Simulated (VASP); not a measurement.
# Si4N in VASP: a series of runs

The runs below take Si4N through single point, relaxation of cell and atoms, with PBE.

Program: VASP 6.6.1. These are calculated values, not measurements. Logs are shortened: lines on timing, memory, paths and dates and some standing lists are left out, and cuts for length are marked.

## 1. The cell of the first run

The typed cell holds 10 atoms: a = 3.819 Å, b = 3.822 Å, c = 15.026 Å, α = 90.02°, β = 89.97°, γ = 120.03°.

## 2. Single point, PBE

INCAR reads:

```
ALGO     = Normal         # electronic algorithm
EDIFF    = 1E-6           # SCF threshold, eV
ENCUT    = 520            # plane-wave cutoff, eV
GGA      = PE             # functional
ISIF     = 2              # what is computed and relaxed
ISMEAR   = 0              # smearing method
LASPH    = True           # aspherical terms in the spheres
LCHARG   = True           # write CHGCAR
LELF     = True           # ELF
LREAL    = False          # projectors in reciprocal space
LVHAR    = True         
LWAVE    = False          # write WAVECAR
NBANDS   = 32             # bands
NELM     = 60             # most SCF steps
PREC     = Accurate       # precision mode
SIGMA    = 0.2            # smearing width, eV
```

KPOINTS reads:

```
k-points
0
Gamma
  6 6 2
```

POSCAR reads:

```
Si4N
1.0
    3.8193951285     -0.0014824086      0.0008877621
   -1.9109815768      3.3094180893     -0.0005472772
    0.0031887493     -0.0004177308     15.0263320751
Si N
8 2
Direct
    0.0000311618      0.9999585492      0.3905148280
    0.0002860405      1.0001958867      0.8905142626
    0.0000349927      0.0000219382      0.1094852681
    0.0000543611      0.9999430769      0.6094846111
    0.3330345201      0.6665926292      0.1721126805
    0.3330780865      0.6665350068      0.6721130620
    0.3331555083      0.6665139123      0.3278879094
    0.3333908289      0.6667344131      0.8278877596
    0.0002565967      0.0002004064      0.0000001704
    1.0000112367     -0.0000291522      0.4999994482
```

Potentials or basis: VASP PAW PBE potentials, release 64 (Si, N).

Started as:

```console
$ cat potpaw_PBE.64/Si/POTCAR potpaw_PBE.64/N/POTCAR > POTCAR
$ mpirun -np 1 vasp_std > vasp.out
```

OUTCAR:

```text
EDIFF = 1E-6
   ENCUT = 520
   GGA = PE
   ISIF = 2
   ISMEAR = 0
   LASPH = True
   LREAL = False
   NELM = 60
   PREC = Accurate

 ion  position               nearest neighbor table
   1  0.000  1.000  0.391-  10 1.65   7 2.40   7 2.40   7 2.40
   2  0.000  0.000  0.891-   9 1.65   8 2.40   8 2.40   8 2.40
   3  0.000  0.000  0.109-   9 1.65   5 2.40   5 2.40   5 2.40
   4  0.000  1.000  0.609-  10 1.65   6 2.40   6 2.40   6 2.40
   5  0.333  0.667  0.172-   7 2.34   3 2.40   3 2.40   3 2.40
   6  0.333  0.667  0.672-   8 2.34   4 2.40   4 2.40   4 2.40
   7  0.333  0.667  0.328-   5 2.34   1 2.40   1 2.40   1 2.40
   8  0.333  0.667  0.828-   6 2.34   2 2.40   2 2.40   2 2.40
   9  0.000  0.000  0.000-   3 1.65   2 1.65
  10  0.000  1.000  0.500-   1 1.65   4 1.65

  LATTYP: Found a triclinic cell.
 ALAT       =     3.8193955194
 B/A-ratio  =     0.9998868419
 C/A-ratio  =     3.9342174287
 COS(alpha) =     0.0001711225
 COS(beta)  =     0.0004446568
 COS(gamma) =     0.4993840936

  Lattice vectors:

 A1 = (   3.8193951285,  -0.0014824086,   0.0008877621)
 A2 = (   1.9084135517,   3.3079356807,   0.0003404849)
 A3 = (   0.0031887493,  -0.0004177308,  15.0263320751)

Analysis of symmetry for initial positions (statically):
=====================================================================
 Subroutine PRICEL returns:
 Original cell was already a primitive cell.

 Routine SETGRP: Setting up the symmetry group for a
 triclinic supercell.

 Subroutine GETGRP returns: Found  1 space group operations
 (whereof  1 operations were pure point group operations)
 out of a pool of  2 trial point group operations.

The static configuration has the point symmetry C_1 .

Analysis of symmetry for dynamics (positions and initial velocities):
=====================================================================
 Subroutine PRICEL returns:
 Original cell was already a primitive cell.

 Routine SETGRP: Setting up the symmetry group for a
 triclinic supercell.

 Subroutine GETGRP returns: Found  1 space group operations
 (whereof  1 operations were pure point group operations)
 out of a pool of  2 trial point group operations.

The dynamic configuration has the point symmetry C_1 .

 Subroutine INISYM returns: Found  1 space group operations
 (whereof  1 operations are pure point group operations),
 and found     1 'primitive' translations

----------------------------------------------------------------------------------------

                                     Primitive cell

  volume of cell :     189.8899

  direct lattice vectors                    reciprocal lattice vectors
     3.819395129 -0.001482409  0.000887762     0.261880267  0.151219436 -0.000051370
    -1.910981577  3.309418089 -0.000547277     0.000117304  0.302235663  0.000008377
     0.003188749 -0.000417731 15.026332075    -0.000015468  0.000002074  0.066549844

  length of vectors
     3.819395519  3.821530973 15.026332419     0.302404687  0.302235686  0.066549845

  position of ions in fractional coordinates (direct lattice)
     0.000031162  0.999958549  0.390514828
     0.000286041  0.000195887  0.890514263
     0.000034993  0.000021938  0.109485268
     0.000054361  0.999943077  0.609484611
     0.333034520  0.666592629  0.172112680
     0.333078087  0.666535007  0.672113062
     0.333155508  0.666513912  0.327887909
     0.333390829  0.666734413  0.827887760
     0.000256597  0.000200406  0.000000170
     0.000011237  0.999970848  0.499999448

  ion indices of the primitive-cell ions
   primitive index   ion index
                 1           1
                 2           2
                 3           3
                 4           4
                 5           5
                 6           6
                 7           7
                 8           8
                 9           9
                10          10

----------------------------------------------------------------------------------------

 KPOINTS: k-points

Automatic generation of k-mesh.
 Grid dimensions read from file:
 generate k-points for:    6    6    2

 Generating k-lattice:

  Cartesian coordinates                     Fractional coordinates (reciprocal lattice)
     0.043646711  0.025203239 -0.000008562     0.166666667 -0.000000000  0.000000000
     0.000019551  0.050372610  0.000001396    -0.000000000  0.166666667 -0.000000000
    -0.000007734  0.000001037  0.033274922     0.000000000  0.000000000  0.500000000

  Length of vectors
     0.050400781  0.050372614  0.033274923

  Shift w.r.t. Gamma in fractional coordinates (k-lattice)
     0.000000000  0.000000000  0.000000000

 Subroutine IBZKPT returns following result:
 ===========================================

 Found     40 irreducible k-points:

 Following reciprocal coordinates:
            Coordinates               Weight
  0.000000  0.000000  0.000000      1.000000
  0.166667 -0.000000  0.000000      2.000000
  0.333333  0.000000  0.000000      2.000000
  0.500000 -0.000000  0.000000      1.000000
 -0.000000  0.166667  0.000000      2.000000
  0.166667  0.166667  0.000000      2.000000
[... 16 lines left out ...]
  0.333333  0.000000  0.500000      2.000000
  0.500000  0.000000  0.500000      1.000000
 [... further k-points ...]
   k-points           NKPTS =     40   k-points in BZ     NKDIM =     40   number of bands    NBANDS=     32
   number of dos      NEDOS =    301   number of ions     NIONS =     10
   total plane-waves  NPLWV =  87808
   dimension x,y,z NGX =    28 NGY =   28 NGZ =  112
   dimension x,y,z NGXF=    56 NGYF=   56 NGZF=  224
   ions per type =               8   2
   NGX,Y,Z   is equivalent  to a cutoff of  12.19, 12.18, 12.39 a.u.
   NGXF,Y,Z  is equivalent  to a cutoff of  24.37, 24.36, 24.78 a.u.
 SYSTEM =  unknown system
   PREC   = accura    normal or accurate (medium, high low for compatibility)
   ISTART =      0    job   : 0-new  1-cont  2-samecut
   ICHARG =      2    charge: 1-file 2-atom 10-const
   ISPIN  =      1    spin polarized calculation?
   LNONCOLLINEAR =      F non collinear calculations
   LSORBIT =      F    spin-orbit coupling
   LASPH  =      T    aspherical Exc in radial PAW
   ENCUT  =  520.0 eV  38.22 Ry    6.18 a.u.   7.10  7.11 27.94*2*pi/ulx,y,z
   NELM   =     60;   NELMIN=  2; NELMDL= -5     # of ELM steps
   EDIFF  = 0.1E-05   stopping-criterion for ELM
   LREAL  =      F    real-space projection
   EDIFFG = 0.1E-04   stopping-criterion for IOM
   NSW    =      0    number of steps for IOM
   IBRION =     -1    ionic relax: 0-MD 1-quasi-New 2-CG
   NFREE  =      0    steps in history (QN), initial steepest desc. (CG)
   ISIF   =      2    stress and relaxation
   ISYM   =      2    0-nonsym 1-usesym 2-fastsym
   POTIM  = 0.5000    time-step for ionic-motion
   TEBEG  =    0.0;   TEEND  =   0.0 temperature during run
   PSTRESS=    0.0 pullay stress
   NELECT =      42.0000    total number of electrons
   NUPDOWN=      -1.0000    fix difference up-down
   EMIN   =  10.00;   EMAX   =-10.00  energy-range for DOS
   EFERMI =   0.00;   METHOD = LEGACY
   ISMEAR =     0;   SIGMA  =   0.20  broadening in eV -4-tet -1-fermi 0-gaus
   EFERMI_NEDOS =   21; number of points for ismear=-14 and -15
   IALGO  =     38    algorithm
   IMIX   =      4    mixing-type and parameters
     AMIX     =   0.40;   BMIX     =  1.00
     AMIX_MAG =   1.60;   BMIX_MAG =  1.00
  volume/ion in A,a.u.               =      18.99       128.14
  Fermi-wavevector in a.u.,A,eV,Ry     =   0.990050  1.870924 13.336428  0.980200
  Thomas-Fermi vector in A             =   2.121693
   LORBIT       =      0    0 simple, 1 ext, 2 COOP (PROOUT), +10 PAW based schemes
   GGA     = PE    functional components
   LHFCALC =     F    Hartree Fock is set to
   AEXX    =    0.0000 exact exchange contribution
   IVDW    =     0    specifies the selected vdW correction
   LEPSILON=     F    determine dielectric tensor
   LRPA    =     F    only Hartree local field effects (RPA)
 non-spin polarized calculation
 Gauss-broadening in eV      SIGMA  =   0.20
  energy-cutoff  :      520.00
  volume of cell :      189.89
 maximum number of plane-waves:      5159
   NGX = 15   NGY = 15   NGZ = 55

 number of electron      41.9999998 magnetization

 Free energy of the ion-electron system (eV)
  ---------------------------------------------------
  ext. energy  EPLUGINS =         0.00000000
  ---------------------------------------------------
  free energy    TOTEN  =       -59.29884349 eV

  energy without entropy =      -59.23141984  energy(sigma->0) =      -59.26513167

 E-fermi :   4.3607     XC(G=0):  -9.1348

 val. band max:        4.3023271355   @ k =  -0.1667   0.1667   0.0000
 cond. band min:       4.4397964095   @ k =   0.1667  -0.0000   0.0000
 fundamental gap:      0.1374692740
 Fermi energy:         4.3606936705

 k-point     1 :       0.0000    0.0000    0.0000
  band No.  band energies     occupation
      1     -10.5246      2.00000
      2     -10.5073      2.00000
      3      -6.8426      2.00000
      4      -6.0924      2.00000
      5      -5.9325      2.00000
      6      -4.5205      2.00000
[... 24 lines left out ...]
     31       8.2759      0.00000
     32       8.7974      0.00000

 k-point     2 :       0.1667   -0.0000    0.0000
  band No.  band energies     occupation
      1     -10.4540      2.00000
      2     -10.4405      2.00000
      3      -6.5355      2.00000
      4      -5.8204      2.00000
      5      -5.6470      2.00000
      6      -4.2537      2.00000
[... 24 lines left out ...]
     31       8.7556      0.00000
     32       9.2501      0.00000
[... 733 lines left out ...]
     31       9.8064      0.00000
     32       9.8067      0.00000

 k-point    24 :       0.5000    0.0000    0.5000
  band No.  band energies     occupation
      1     -10.2329      2.00000
      2     -10.2326      2.00000
      3      -4.6930      2.00000
      4      -4.6927      2.00000
      5      -3.8041      2.00000
      6      -3.8038      2.00000
[... 24 lines left out ...]
     31       9.8389      0.00000
     32       9.8390      0.00000

 [... further k-points ...]

------------------------ aborting loop because EDIFF is reached ----------------------------------------

  FORCE on cell =-STRESS in cart. coord.  units (eV):
  Direction    XX          YY          ZZ          XY          YZ          ZX
  --------------------------------------------------------------------------------------
  -------------------------------------------------------------------------------------
  Total       -0.1235013     -0.1395806      0.0004711      0.0226743      0.0021471     -0.0182613
  in kB       -1.0420299     -1.1776978      0.0039746      0.1913124      0.0181163     -0.1540782
  external PRESSURE =      -0.7385844 kB  Pullay stress =       0.0000000 kB

 VOLUME and BASIS-vectors are now :
 -----------------------------------------------------------------------------
  energy-cutoff  :      520.00
  volume of cell :      189.89
      direct lattice vectors                 reciprocal lattice vectors
     3.819395129 -0.001482409  0.000887762     0.261880267  0.151219436 -0.000051370
    -1.910981577  3.309418089 -0.000547277     0.000117304  0.302235663  0.000008377
     0.003188749 -0.000417731 15.026332075    -0.000015468  0.000002074  0.066549844

 POSITION                                       TOTAL-FORCE (eV/Angst)
 -----------------------------------------------------------------------------------
     -1.90954      3.30912      5.86746        -0.000140     -0.000195     -0.021021
      0.00356      0.00028     13.38116        -0.000402     -0.000342     -0.019488
      0.00044      0.00003      1.64516         0.000133      0.000222      0.019749
     -1.90872      3.30898      9.15777        -0.000078      0.000092      0.020943
     -0.00131      2.20547      2.58615         0.000684      0.000089     -0.002542
      0.00056      2.20507     10.09932         0.000406      0.000371     -0.002808
     -0.00020      2.20514      4.92688        -0.000204      0.000491      0.002560
      0.00187      2.20566     12.44005        -0.000236     -0.000066      0.002597
      0.00060      0.00066      0.00000        -0.000400     -0.000642     -0.000375
     -1.90929      3.30911      7.51261         0.000236     -0.000020      0.000385
 -----------------------------------------------------------------------------------
    total drift:                               -0.000001     -0.000004      0.000002

  FREE ENERGIE OF THE ION-ELECTRON SYSTEM (eV)
  ---------------------------------------------------
  free  energy   TOTEN  =       -59.2988434907 eV

  energy  without entropy=      -59.2314198395  energy(sigma->0) =      -59.26513167
```

It took 4.3 min on 1 thread of Intel Xeon 6975P-C (Granite Rapids), shared host; peak memory 0.38 GiB.

What came out:

| Quantity | Value |
| --- | --- |
| Free energy | -59.2988 eV |
| Pressure | -0.1 GPa |
| Largest force | 0.021 eV/Å |
| Band gap on the k mesh | zero (band 21 reaches 5.75 eV, above the bottom of band 22 at 3.62 eV) |

Forces in eV/Å, atoms in the order of the input:
```
Si   0.000  0.000 -0.021
Si   0.000  0.000 -0.019
Si   0.000  0.000  0.020
Si   0.000  0.000  0.021
Si   0.001  0.000 -0.003
Si   0.000  0.000 -0.003
Si   0.000  0.000  0.003
Si   0.000  0.000  0.003
N    0.000 -0.001  0.000
N    0.000  0.000  0.000
```

Stress tensor (GPa, compression positive):
```
-0.10  0.02 -0.02
 0.02 -0.12  0.00
-0.02  0.00  0.00
```

Levels at points of the mesh, in eV from the Fermi level:
| k point | band 19 | band 20 | band 21 | band 22 | band 23 | band 24 |
| --- | --- | --- | --- | --- | --- | --- |
| (0.00, 0.00, 0.00) | 0.45 | 0.46 | 1.39 | 1.39 | 1.87 | 2.05 |
| (0.50, 0.00, 0.00) | -1.03 | -0.67 | -0.44 | 0.48 | 1.39 | 1.65 |
| (0.00, 0.50, 0.00) | -1.02 | -0.67 | -0.44 | 0.49 | 1.40 | 1.66 |
| (0.50, 0.50, 0.00) | -1.02 | -0.67 | -0.44 | 0.49 | 1.40 | 1.66 |
| (0.00, 0.00, 0.50) | 1.05 | 1.05 | 1.06 | 1.06 | 2.06 | 2.06 |
| (0.50, 0.00, 0.50) | -1.04 | -1.04 | 0.10 | 0.10 | 1.50 | 1.50 |
| (0.00, 0.50, 0.50) | -1.04 | -1.04 | 0.11 | 0.11 | 1.51 | 1.51 |
| (0.50, 0.50, 0.50) | -1.04 | -1.04 | 0.11 | 0.11 | 1.51 | 1.51 |

(Part 1 of 2 ends here.)
